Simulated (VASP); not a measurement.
# AlN (R-3m) in VASP: a series of runs

Runs on AlN. Level: PBEsol. Tasks: single point.

Program: VASP 6.6.1. These are calculated values, not measurements. Logs are shortened: lines on timing, memory, paths and dates and some standing lists are left out, and cuts for length are marked.

### Step 1. The cell of the first run

Symmetry: R-3m, No. 166, trigonal system. The conventional cell has a = 2.886 Å, b = 2.886 Å, c = 7.977 Å, α = 90.00°, β = 90.00°, γ = 120.00°. Al (site symmetry -3m) has 6 N at 2.13 Å within 2.8 Å. N (site symmetry -3m) has 6 Al at 2.13 Å within 2.8 Å.

### Step 2. Single point, PBEsol

Contents of INCAR:

```
PREC = Accurate
ENCUT = 520
EDIFF = 1E-6
ISMEAR = 0
SIGMA = 0.05
LREAL = F
LASPH = T
NELM = 100
ALGO = Normal
ISIF = 2
LWAVE = F
LCHARG = F
GGA = PS
NBANDS = 11
```

Contents of KPOINTS:

```
Automatic mesh
0
Gamma
  10 10 10
```

Contents of POSCAR:

```
AlN
1.0
    0.1744427331      2.2155043532      2.2155043532
    2.2155043532      0.1744427331      2.2155043532
    2.2155043532      2.2155043532      0.1744427331
Al N
1 1
Direct
    0.5000000000      0.5000000000      0.5000000000
    0.0000000000      0.0000000000      0.0000000000
```

Potentials or basis: VASP PAW PBE potentials, release 64 (Al, N).

Launch:

```
$ cat potpaw_PBE.64/Al/POTCAR potpaw_PBE.64/N/POTCAR > POTCAR
$ mpirun -np 1 vasp_std > vasp.out
```

OUTCAR:

```text
PREC = Accurate
   ENCUT = 520
   EDIFF = 1E-6
   ISMEAR = 0
   LREAL = F
   LASPH = T
   NELM = 100
   ISIF = 2
   GGA = PS

 ion  position               nearest neighbor table
   1  0.500  0.500  0.500-   2 2.13   2 2.13   2 2.13   2 2.13   2 2.13   2 2.13
   2  0.000  0.000  0.000-   1 2.13   1 2.13   1 2.13   1 2.13   1 2.13   1 2.13

  LATTYP: Found a trigonal (rhomboedric) cell.
 ALAT       =     3.1380486525
 COS(alpha) =     0.5769488427

  Lattice vectors:

 A1 = (   0.1744427331,   2.2155043532,   2.2155043532)
 A2 = (   2.2155043532,   0.1744427331,   2.2155043532)
 A3 = (   2.2155043532,   2.2155043532,   0.1744427331)

Analysis of symmetry for initial positions (statically):
=====================================================================
 Subroutine PRICEL returns:
 Original cell was already a primitive cell.

 Routine SETGRP: Setting up the symmetry group for a
 trigonal (rhombohedral) supercell.

 Subroutine GETGRP returns: Found 12 space group operations
 (whereof 12 operations were pure point group operations)
 out of a pool of 12 trial point group operations.

The static configuration has the point symmetry D_3d.

Analysis of symmetry for dynamics (positions and initial velocities):
=====================================================================
 Subroutine PRICEL returns:
 Original cell was already a primitive cell.

 Routine SETGRP: Setting up the symmetry group for a
 trigonal (rhombohedral) supercell.

 Subroutine GETGRP returns: Found 12 space group operations
 (whereof 12 operations were pure point group operations)
 out of a pool of 12 trial point group operations.

The dynamic configuration has the point symmetry D_3d.

 Subroutine INISYM returns: Found 12 space group operations
 (whereof 12 operations are pure point group operations),
 and found     1 'primitive' translations

----------------------------------------------------------------------------------------

                                     Primitive cell

  volume of cell :      19.1860

  direct lattice vectors                    reciprocal lattice vectors
     0.174442733  2.215504353  2.215504353    -0.254249415  0.235691697  0.235691697
     2.215504353  0.174442733  2.215504353     0.235691697 -0.254249415  0.235691697
     2.215504353  2.215504353  0.174442733     0.235691697  0.235691697 -0.254249415

  length of vectors
     3.138048652  3.138048652  3.138048652     0.419218222  0.419218222  0.419218222

  position of ions in fractional coordinates (direct lattice)
     0.500000000  0.500000000  0.500000000
     0.000000000  0.000000000  0.000000000

  ion indices of the primitive-cell ions
   primitive index   ion index
                 1           1
                 2           2

----------------------------------------------------------------------------------------

 KPOINTS: Automatic mesh

Automatic generation of k-mesh.
 Grid dimensions read from file:
 generate k-points for:   10   10   10

 Generating k-lattice:

  Cartesian coordinates                     Fractional coordinates (reciprocal lattice)
    -0.025424941  0.023569170  0.023569170     0.100000000  0.000000000  0.000000000
     0.023569170 -0.025424941  0.023569170     0.000000000  0.100000000  0.000000000
     0.023569170  0.023569170 -0.025424941     0.000000000  0.000000000  0.100000000

  Length of vectors
     0.041921822  0.041921822  0.041921822

  Shift w.r.t. Gamma in fractional coordinates (k-lattice)
     0.000000000  0.000000000  0.000000000

 Subroutine IBZKPT returns following result:
 ===========================================

 Found    116 irreducible k-points:

 Following reciprocal coordinates:
            Coordinates               Weight
  0.000000  0.000000  0.000000      1.000000
  0.100000 -0.000000 -0.000000      6.000000
  0.200000 -0.000000 -0.000000      6.000000
  0.300000  0.000000 -0.000000      6.000000
  0.400000  0.000000  0.000000      6.000000
  0.500000 -0.000000 -0.000000      3.000000
[... 16 lines left out ...]
  0.300000  0.300000 -0.000000      6.000000
  0.400000  0.300000 -0.000000     12.000000
 [... further k-points ...]
   k-points           NKPTS =    116   k-points in BZ     NKDIM =    116   number of bands    NBANDS=     11
   number of dos      NEDOS =    301   number of ions     NIONS =      2
   total plane-waves  NPLWV =  13824
   dimension x,y,z NGX =    24 NGY =   24 NGZ =   24
   dimension x,y,z NGXF=    48 NGYF=   48 NGZF=   48
   ions per type =               1   1
   NGX,Y,Z   is equivalent  to a cutoff of  12.71, 12.71, 12.71 a.u.
   NGXF,Y,Z  is equivalent  to a cutoff of  25.43, 25.43, 25.43 a.u.
 SYSTEM =  unknown system
   PREC   = accura    normal or accurate (medium, high low for compatibility)
   ISTART =      0    job   : 0-new  1-cont  2-samecut
   ICHARG =      2    charge: 1-file 2-atom 10-const
   ISPIN  =      1    spin polarized calculation?
   LNONCOLLINEAR =      F non collinear calculations
   LSORBIT =      F    spin-orbit coupling
   LASPH  =      T    aspherical Exc in radial PAW
   ENCUT  =  520.0 eV  38.22 Ry    6.18 a.u.   5.83  5.83  5.83*2*pi/ulx,y,z
   NELM   =    100;   NELMIN=  2; NELMDL= -5     # of ELM steps
   EDIFF  = 0.1E-05   stopping-criterion for ELM
   LREAL  =      F    real-space projection
   EDIFFG = 0.1E-04   stopping-criterion for IOM
   NSW    =      0    number of steps for IOM
   IBRION =     -1    ionic relax: 0-MD 1-quasi-New 2-CG
   NFREE  =      0    steps in history (QN), initial steepest desc. (CG)
   ISIF   =      2    stress and relaxation
   ISYM   =      2    0-nonsym 1-usesym 2-fastsym
   POTIM  = 0.5000    time-step for ionic-motion
   TEBEG  =    0.0;   TEEND  =   0.0 temperature during run
   PSTRESS=    0.0 pullay stress
   NELECT =       8.0000    total number of electrons
   NUPDOWN=      -1.0000    fix difference up-down
   EMIN   =  10.00;   EMAX   =-10.00  energy-range for DOS
   EFERMI =   0.00;   METHOD = LEGACY
   ISMEAR =     0;   SIGMA  =   0.05  broadening in eV -4-tet -1-fermi 0-gaus
   EFERMI_NEDOS =   21; number of points for ismear=-14 and -15
   IALGO  =     38    algorithm
   IMIX   =      4    mixing-type and parameters
     AMIX     =   0.40;   BMIX     =  1.00
     AMIX_MAG =   1.60;   BMIX_MAG =  1.00
  volume/ion in A,a.u.               =       9.59        64.74
  Fermi-wavevector in a.u.,A,eV,Ry     =   1.223048  2.311225 20.352211  1.495845
  Thomas-Fermi vector in A             =   2.358172
   LORBIT       =      0    0 simple, 1 ext, 2 COOP (PROOUT), +10 PAW based schemes
   GGA     = PS    functional components
   LHFCALC =     F    Hartree Fock is set to
   AEXX    =    0.0000 exact exchange contribution
   IVDW    =     0    specifies the selected vdW correction
   LEPSILON=     F    determine dielectric tensor
   LRPA    =     F    only Hartree local field effects (RPA)
 non-spin polarized calculation
 Gauss-broadening in eV      SIGMA  =   0.05
  energy-cutoff  :      520.00
  volume of cell :       19.19
 maximum number of plane-waves:       535
   NGX = 11   NGY = 11   NGZ = 11

 number of electron       8.0000001 magnetization

 Free energy of the ion-electron system (eV)
  ---------------------------------------------------
  ext. energy  EPLUGINS =         0.00000000
  ---------------------------------------------------
  free energy    TOTEN  =       -14.86428985 eV

  energy without entropy =      -14.86428985  energy(sigma->0) =      -14.86428985

 E-fermi :   8.9005     XC(G=0): -11.7760

 val. band max:        8.6910260800   @ k =   0.0000   0.0000   0.0000
 cond. band min:      10.7794091417   @ k =   0.5000   0.5000  -0.0000
 fundamental gap:      2.0883830617
 Fermi energy:         8.9004975619

 k-point     1 :       0.0000    0.0000    0.0000
  band No.  band energies     occupation
      1      -8.1604      2.00000
      2       6.9868      2.00000
      3       8.6910      2.00000
      4       8.6910      2.00000
      5      11.1065      0.00000
      6      18.3516      0.00000
      7      20.7089      0.00000
      8      20.7089      0.00000
      9      22.9072      0.00000
     10      24.8084      0.00000
     11      24.8093      0.00000

 k-point     2 :       0.1000   -0.0000   -0.0000
  band No.  band energies     occupation
      1      -7.9703      2.00000
      2       6.7807      2.00000
      3       7.7643      2.00000
      4       8.5681      2.00000
      5      11.7870      0.00000
      6      18.6094      0.00000
      7      19.4683      0.00000
      8      20.6561      0.00000
      9      22.1966      0.00000
     10      23.4297      0.00000
     11      24.1063      0.00000

 k-point     3 :       0.2000   -0.0000   -0.0000
  band No.  band energies     occupation
      1      -7.4195      2.00000
      2       5.4210      2.00000
      3       6.9838      2.00000
      4       8.2691      2.00000
      5      12.5787      0.00000
      6      17.9507      0.00000
      7      19.2863      0.00000
      8      19.8722      0.00000
      9      21.3619      0.00000
     10      23.4160      0.00000
     11      23.9169      0.00000

 k-point     4 :       0.3000    0.0000   -0.0000
  band No.  band energies     occupation
      1      -6.5843      2.00000
      2       3.4028      2.00000
      3       6.7434      2.00000
      4       7.9366      2.00000
      5      12.7040      0.00000
      6      17.9163      0.00000
      7      18.5093      0.00000
      8      18.8602      0.00000
      9      21.9654      0.00000
     10      23.4710      0.00000
     11      25.7174      0.00000

 k-point     5 :       0.4000    0.0000    0.0000
  band No.  band energies     occupation
      1      -5.6777      2.00000
      2       1.6749      2.00000
      3       6.6191      2.00000
      4       7.6916      2.00000
      5      12.4604      0.00000
      6      17.5270      0.00000
      7      18.1790      0.00000
      8      18.7606      0.00000
      9      21.9219      0.00000
     10      25.1509      0.00000
     11      27.8707      0.00000
[... 211 lines left out ...]
 k-point    21 :      -0.3000    0.2000   -0.0000
  band No.  band energies     occupation
      1      -5.4526      2.00000
      2       2.5408      2.00000
      3       5.0796      2.00000
      4       6.8118      2.00000
      5      13.9592      0.00000
      6      16.1894      0.00000
      7      17.0614      0.00000
      8      19.1901      0.00000
      9      23.6669      0.00000
     10      26.1954      0.00000
     11      27.3374      0.00000

 k-point    22 :      -0.2000    0.2000    0.0000
  band No.  band energies     occupation
      1      -6.2771      2.00000
      2       3.7400      2.00000
      3       5.7494      2.00000
      4       7.2483      2.00000
      5      14.0021      0.00000
      6      16.3918      0.00000
      7      17.0551      0.00000
      8      19.2227      0.00000
      9      21.9465      0.00000
     10      25.8785      0.00000
     11      26.9683      0.00000

 k-point    23 :       0.3000    0.3000   -0.0000
  band No.  band energies     occupation
      1      -6.2033      2.00000
      2       3.5942      2.00000
      3       5.7432      2.00000
      4       7.0946      2.00000
      5      12.8213      0.00000
      6      15.4452      0.00000
      7      17.4814      0.00000
      8      22.0519      0.00000
      9      22.1412      0.00000
     10      27.3670      0.00000
     11      28.7896      0.00000

 k-point    24 :       0.4000    0.3000   -0.0000
  band No.  band energies     occupation
      1      -5.5547      2.00000
      2       2.8500      2.00000
      3       5.4730      2.00000
      4       6.3149      2.00000
      5      12.1828      0.00000
      6      15.6044      0.00000
      7      17.9584      0.00000
      8      21.9835      0.00000
      9      22.4830      0.00000
     10      28.1340      0.00000
     11      30.5146      0.00000

 [... further k-points ...]
[... 5 lines left out ...]
  --------------------------------------------------------------------------------------
  -------------------------------------------------------------------------------------
  Total       -3.3053652     -3.3053652     -3.3053652     -2.7029279     -2.7029279     -2.7029279
  in kB     -276.0232056   -276.0232056   -276.0232056   -225.7150928   -225.7150928   -225.7150928
  external PRESSURE =    -276.0232056 kB  Pullay stress =       0.0000000 kB

 VOLUME and BASIS-vectors are now :
 -----------------------------------------------------------------------------
  energy-cutoff  :      520.00
  volume of cell :       19.19
      direct lattice vectors                 reciprocal lattice vectors
     0.174442733  2.215504353  2.215504353    -0.254249415  0.235691697  0.235691697
     2.215504353  0.174442733  2.215504353     0.235691697 -0.254249415  0.235691697
     2.215504353  2.215504353  0.174442733     0.235691697  0.235691697 -0.254249415

 POSITION                                       TOTAL-FORCE (eV/Angst)
 -----------------------------------------------------------------------------------
      2.30273      2.30273      2.30273        -0.000000      0.000000      0.000000
      0.00000      0.00000      0.00000         0.000000     -0.000000     -0.000000
 -----------------------------------------------------------------------------------
    total drift:                                0.000000     -0.000000     -0.000000

  FREE ENERGIE OF THE ION-ELECTRON SYSTEM (eV)
  ---------------------------------------------------
  free  energy   TOTEN  =       -14.8642898465 eV

  energy  without entropy=      -14.8642898465  energy(sigma->0) =      -14.86428985
```

It took 22 s on 1 thread of Intel Xeon 8259CL, shared host; peak memory 0.14 GiB.

Results:

* Free energy: -14.8643 eV
* Pressure: -27.6 GPa
* Band gap on the k mesh: 2.09 eV, indirect (least direct gap 2.42 eV)

Caveat: the PAW data sets were made with another functional, which shifts forces and pressure a little. A k mesh can miss the band edges.

(Continued in part 2 of 2.)
